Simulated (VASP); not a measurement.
# Al (P6_3/mmc) in VASP: further runs

Al is run at these levels: PBE; tasks: single point.

Program: VASP 6.6.1. These are calculated values, not measurements. Logs are shortened: lines on timing, memory, paths and dates and some standing lists are left out, and cuts for length are marked.

**1. The cell of the first run**

It takes space group P6_3/mmc (No. 194, hexagonal). The conventional cell has a = 2.915 Å, b = 2.915 Å, c = 4.697 Å, α = 90.00°, β = 90.00°, γ = 120.00°. Within 3.8 Å of Al (site symmetry -6m2) lie 12 Al at 2.89 to 2.92 Å.

**2. Single point, PBE (volume scaled by 1.04)**

INCAR

```
ALGO     = Normal         # electronic algorithm
EDIFF    = 1E-7           # SCF threshold, eV
ENCUT    = 520            # plane-wave cutoff, eV
GGA      = PE             # functional
ISIF     = 2              # what is computed and relaxed
ISMEAR   = -1             # smearing method
LASPH    = T              # aspherical terms in the spheres
LCHARG   = F              # write CHGCAR
LREAL    = F              # projectors in reciprocal space
LWAVE    = F              # write WAVECAR
NBANDS   = 10             # bands
NELM     = 100            # most SCF steps
PREC     = Accurate       # precision mode
SIGMA    = 0.1            # smearing width, eV
```

KPOINTS

```
k-points
0
Gamma
  14 14 8
```

POSCAR

```
Al
1.0
    2.9154699359      0.0000000000      0.0000000000
   -1.4577349679      2.5248710284      0.0000000000
    0.0000000000      0.0000000000      4.6971381924
Al
2
Direct
    0.3333333333      0.6666666667      0.2500000000
    0.6666666667      0.3333333333      0.7500000000
```

Potentials or basis: VASP PAW PBE potentials, release 64 (Al).

Launch:

```
$ cat potpaw_PBE.64/Al/POTCAR > POTCAR
$ mpirun -np 1 vasp_std > vasp.out
```

OUTCAR:

```text
EDIFF = 1E-7
   ENCUT = 520
   GGA = PE
   ISIF = 2
   ISMEAR = -1
   LASPH = T
   LREAL = F
   NELM = 100
   PREC = Accurate

 ion  position               nearest neighbor table
   1  0.333  0.667  0.250-   2 2.89   2 2.89   2 2.89   2 2.89   2 2.89   2 2.89
   2  0.667  0.333  0.750-   1 2.89   1 2.89   1 2.89   1 2.89   1 2.89   1 2.89

  LATTYP: Found a hexagonal cell.
 ALAT       =     2.9154699359
 C/A-ratio  =     1.6111084304

  Lattice vectors:

 A1 = (   2.9154699359,   0.0000000000,   0.0000000000)
 A2 = (  -1.4577349679,   2.5248710284,   0.0000000000)
 A3 = (   0.0000000000,   0.0000000000,   4.6971381924)

Analysis of symmetry for initial positions (statically):
=====================================================================
 Subroutine PRICEL returns:
 Original cell was already a primitive cell.

 Routine SETGRP: Setting up the symmetry group for a
 hexagonal supercell.

 Subroutine GETGRP returns: Found 24 space group operations
 (whereof 12 operations were pure point group operations)
 out of a pool of 24 trial point group operations.

The static configuration has the point symmetry D_3d.
 The point group associated with its full space group is D_6h.

Analysis of symmetry for dynamics (positions and initial velocities):
=====================================================================
 Subroutine PRICEL returns:
 Original cell was already a primitive cell.

 Routine SETGRP: Setting up the symmetry group for a
 hexagonal supercell.

 Subroutine GETGRP returns: Found 24 space group operations
 (whereof 12 operations were pure point group operations)
 out of a pool of 24 trial point group operations.

The dynamic configuration has the point symmetry D_3d.
 The point group associated with its full space group is D_6h.

 Subroutine INISYM returns: Found 24 space group operations
 (whereof 12 operations are pure point group operations),
 and found     1 'primitive' translations

----------------------------------------------------------------------------------------

                                     Primitive cell

  volume of cell :      34.5765

  direct lattice vectors                    reciprocal lattice vectors
     2.915469936  0.000000000  0.000000000     0.342997878  0.198029917  0.000000000
    -1.457734968  2.524871028  0.000000000     0.000000000  0.396059834  0.000000000
     0.000000000  0.000000000  4.697138192     0.000000000  0.000000000  0.212895589

  length of vectors
     2.915469936  2.915469936  4.697138192     0.396059834  0.396059834  0.212895589

  position of ions in fractional coordinates (direct lattice)
     0.333333333  0.666666667  0.250000000
     0.666666667  0.333333333  0.750000000

  ion indices of the primitive-cell ions
   primitive index   ion index
                 1           1
                 2           2

----------------------------------------------------------------------------------------

 KPOINTS: k-points

Automatic generation of k-mesh.
 Grid dimensions read from file:
 generate k-points for:   14   14    8

 Generating k-lattice:

  Cartesian coordinates                     Fractional coordinates (reciprocal lattice)
     0.024499848  0.014144994  0.000000000     0.071428571 -0.000000000  0.000000000
     0.000000000  0.028289988  0.000000000     0.000000000  0.071428571  0.000000000
     0.000000000  0.000000000  0.026611949     0.000000000  0.000000000  0.125000000

  Length of vectors
     0.028289988  0.028289988  0.026611949

  Shift w.r.t. Gamma in fractional coordinates (k-lattice)
     0.000000000  0.000000000  0.000000000

 Subroutine IBZKPT returns following result:
 ===========================================

 Found    120 irreducible k-points:

 Following reciprocal coordinates:
            Coordinates               Weight
  0.000000  0.000000  0.000000      1.000000
  0.071429  0.000000  0.000000      6.000000
  0.142857  0.000000  0.000000      6.000000
  0.214286  0.000000  0.000000      6.000000
  0.285714  0.000000  0.000000      6.000000
  0.357143  0.000000  0.000000      6.000000
[... 16 lines left out ...]
  0.285714  0.285714  0.000000      6.000000
  0.357143  0.285714  0.000000      6.000000
 [... further k-points ...]
   k-points           NKPTS =    120   k-points in BZ     NKDIM =    120   number of bands    NBANDS=     10
   number of dos      NEDOS =    301   number of ions     NIONS =      2
   total plane-waves  NPLWV =  20736
   dimension x,y,z NGX =    24 NGY =   24 NGZ =   36
   dimension x,y,z NGXF=    48 NGYF=   48 NGZF=   72
   ions per type =               2
   NGX,Y,Z   is equivalent  to a cutoff of  13.69, 13.69, 12.74 a.u.
   NGXF,Y,Z  is equivalent  to a cutoff of  27.37, 27.37, 25.48 a.u.
 SYSTEM =  unknown system
   PREC   = accura    normal or accurate (medium, high low for compatibility)
   ISTART =      0    job   : 0-new  1-cont  2-samecut
   ICHARG =      2    charge: 1-file 2-atom 10-const
   ISPIN  =      1    spin polarized calculation?
   LNONCOLLINEAR =      F non collinear calculations
   LSORBIT =      F    spin-orbit coupling
   LASPH  =      T    aspherical Exc in radial PAW
   ENCUT  =  520.0 eV  38.22 Ry    6.18 a.u.   5.42  5.42  8.73*2*pi/ulx,y,z
   NELM   =    100;   NELMIN=  2; NELMDL= -5     # of ELM steps
   EDIFF  = 0.1E-06   stopping-criterion for ELM
   LREAL  =      F    real-space projection
   EDIFFG = 0.1E-05   stopping-criterion for IOM
   NSW    =      0    number of steps for IOM
   IBRION =     -1    ionic relax: 0-MD 1-quasi-New 2-CG
   NFREE  =      0    steps in history (QN), initial steepest desc. (CG)
   ISIF   =      2    stress and relaxation
   ISYM   =      2    0-nonsym 1-usesym 2-fastsym
   POTIM  = 0.5000    time-step for ionic-motion
   TEBEG  =    0.0;   TEEND  =   0.0 temperature during run
   PSTRESS=    0.0 pullay stress
   NELECT =       6.0000    total number of electrons
   NUPDOWN=      -1.0000    fix difference up-down
   EMIN   =  10.00;   EMAX   =-10.00  energy-range for DOS
   EFERMI =   0.00;   METHOD = LEGACY
   ISMEAR =    -1;   SIGMA  =   0.10  broadening in eV -4-tet -1-fermi 0-gaus
   EFERMI_NEDOS =   21; number of points for ismear=-14 and -15
   IALGO  =     38    algorithm
   IMIX   =      4    mixing-type and parameters
     AMIX     =   0.40;   BMIX     =  1.00
     AMIX_MAG =   1.60;   BMIX_MAG =  1.00
  volume/ion in A,a.u.               =      17.29       116.67
  Fermi-wavevector in a.u.,A,eV,Ry     =   0.913128  1.725561 11.344569  0.833802
  Thomas-Fermi vector in A             =   2.037603
   LORBIT       =      0    0 simple, 1 ext, 2 COOP (PROOUT), +10 PAW based schemes
   GGA     = PE    functional components
   LHFCALC =     F    Hartree Fock is set to
   AEXX    =    0.0000 exact exchange contribution
   IVDW    =     0    specifies the selected vdW correction
   LEPSILON=     F    determine dielectric tensor
   LRPA    =     F    only Hartree local field effects (RPA)
 non-spin polarized calculation
  energy-cutoff  :      520.00
  volume of cell :       34.58
 maximum number of plane-waves:       966
 NGX is ok and might be reduce to    24
   NGX = 11   NGY = 11   NGZ = 17

 number of electron       6.0000000 magnetization

 Free energy of the ion-electron system (eV)
  ---------------------------------------------------
  ext. energy  EPLUGINS =         0.00000000
  ---------------------------------------------------
  free energy    TOTEN  =        -7.42258781 eV

  energy without entropy =       -7.39207927  energy(sigma->0) =       -7.40733354

 E-fermi :   7.5197     XC(G=0): -10.0304

 val. band max:        7.5085336871   @ k =   0.2857   0.0714   0.2500
 cond. band min:       7.5515734713   @ k =   0.4286   0.0000   0.0000
 fundamental gap:      0.0430397842
 Fermi energy:         7.5197422986

 k-point     1 :       0.0000    0.0000    0.0000
  band No.  band energies     occupation
      1      -3.2966      2.00000
      2       3.1856      2.00000
      3       3.3632      2.00000
      4      17.4872      0.00000
      5      17.4872      0.00000
      6      18.0736      0.00000
      7      18.0736      0.00000
      8      19.5288      0.00000
      9      20.8671      0.00000
     10      21.5963      0.00000

 k-point     2 :       0.0714    0.0000    0.0000
  band No.  band energies     occupation
      1      -3.1782      2.00000
      2       3.2957      2.00000
      3       3.4794      2.00000
      4      15.5370      0.00000
      5      16.4114      0.00000
      6      17.7599      0.00000
      7      19.3575      0.00000
      8      20.3468      0.00000
      9      21.0014      0.00000
     10      21.2006      0.00000

 k-point     3 :       0.1429    0.0000    0.0000
  band No.  band energies     occupation
      1      -2.8236      2.00000
      2       3.6259      2.00000
      3       3.8261      2.00000
      4      12.9869      0.00000
      5      15.2949      0.00000
      6      16.7469      0.00000
      7      18.8499      0.00000
      8      18.9159      0.00000
      9      20.7305      0.00000
     10      21.0986      0.00000

 k-point     4 :       0.2143    0.0000    0.0000
  band No.  band energies     occupation
      1      -2.2345      2.00000
      2       4.1760      2.00000
      3       4.3963      2.00000
      4      10.5282      0.00000
      5      14.3764      0.00000
      6      15.6109      0.00000
      7      16.4899      0.00000
      8      16.9863      0.00000
      9      19.9028      0.00000
     10      20.4405      0.00000
[... 222 lines left out ...]
 k-point    22 :       0.3571    0.2143    0.0000
  band No.  band energies     occupation
      1       2.3839      2.00000
      2       3.9811      2.00000
      3       7.0368      1.98414
      4       8.4657      0.00016
      5       9.0398      0.00000
      6      10.2270      0.00000
      7      10.8090      0.00000
      8      13.5523      0.00000
      9      13.7631      0.00000
     10      20.9120      0.00000

 k-point    23 :       0.2857    0.2857    0.0000
  band No.  band energies     occupation
      1       2.2743      2.00000
      2       5.2724      2.00000
      3       5.5748      2.00000
      4       8.3953      0.00032
      5       8.9566      0.00000
      6      11.0696      0.00000
      7      11.8111      0.00000
      8      12.4542      0.00000
      9      12.5116      0.00000
     10      23.2620      0.00000

 k-point    24 :       0.3571    0.2857    0.0000
  band No.  band energies     occupation
      1       3.6246      2.00000
      2       3.8626      2.00000
      3       5.3377      2.00000
      4       9.4416      0.00000
      5       9.8828      0.00000
      6      10.1060      0.00000
      7      10.9164      0.00000
      8      12.0407      0.00000
      9      12.1579      0.00000
     10      23.4356      0.00000

 [... further k-points ...]

------------------------ aborting loop because EDIFF is reached ----------------------------------------

  FORCE on cell =-STRESS in cart. coord.  units (eV):
  Direction    XX          YY          ZZ          XY          YZ          ZX
  --------------------------------------------------------------------------------------
  -------------------------------------------------------------------------------------
  Total       -0.6808523     -0.6808523     -0.3723074     -0.0000000     -0.0000000      0.0000000
  in kB      -31.5487657    -31.5487657    -17.2516686     -0.0000000     -0.0000000      0.0000000
  external PRESSURE =     -26.7830666 kB  Pullay stress =       0.0000000 kB

 VOLUME and BASIS-vectors are now :
 -----------------------------------------------------------------------------
  energy-cutoff  :      520.00
  volume of cell :       34.58
      direct lattice vectors                 reciprocal lattice vectors
     2.915469936  0.000000000  0.000000000     0.342997878  0.198029917  0.000000000
    -1.457734968  2.524871028  0.000000000     0.000000000  0.396059834  0.000000000
     0.000000000  0.000000000  4.697138192     0.000000000  0.000000000  0.212895589

 POSITION                                       TOTAL-FORCE (eV/Angst)
 -----------------------------------------------------------------------------------
     -0.00000      1.68325      1.17428        -0.000000      0.000000      0.000000
      1.45773      0.84162      3.52285         0.000000     -0.000000      0.000000
 -----------------------------------------------------------------------------------
    total drift:                               -0.000000      0.000000     -0.000000

  FREE ENERGIE OF THE ION-ELECTRON SYSTEM (eV)
  ---------------------------------------------------
  free  energy   TOTEN  =        -7.4225878099 eV

  energy  without entropy=       -7.3920792731  energy(sigma->0) =       -7.40733354
```

Wall time 25 s (1 thread of Intel Xeon 6975P-C, shared host); peak memory 0.17 GiB.

Results:

```
Free energy            : -7.4226 eV
Pressure               : -2.7 GPa
Band gap on the k mesh : zero (band 3 reaches 11.81 eV, above the bottom of band 4 at 4.34 eV)
```

Levels at points of the mesh, in eV from the Fermi level:
```tsv
k point	band 1	band 2	band 3	band 4	band 5	band 6	band 7
(0.00, 0.00, 0.00)	-10.82	-4.33	-4.16	9.97	9.97	10.55	10.55
(0.50, 0.00, 0.00)	-5.26	-4.99	0.62	1.18	1.58	1.73	5.23
(0.00, 0.00, 0.50)	-9.15	-9.15	3.60	3.60	11.31	11.31	11.31
(0.50, 0.00, 0.50)	-3.80	-3.80	-3.18	-3.18	6.67	6.67	7.48
```

[end of part 1 of 2]
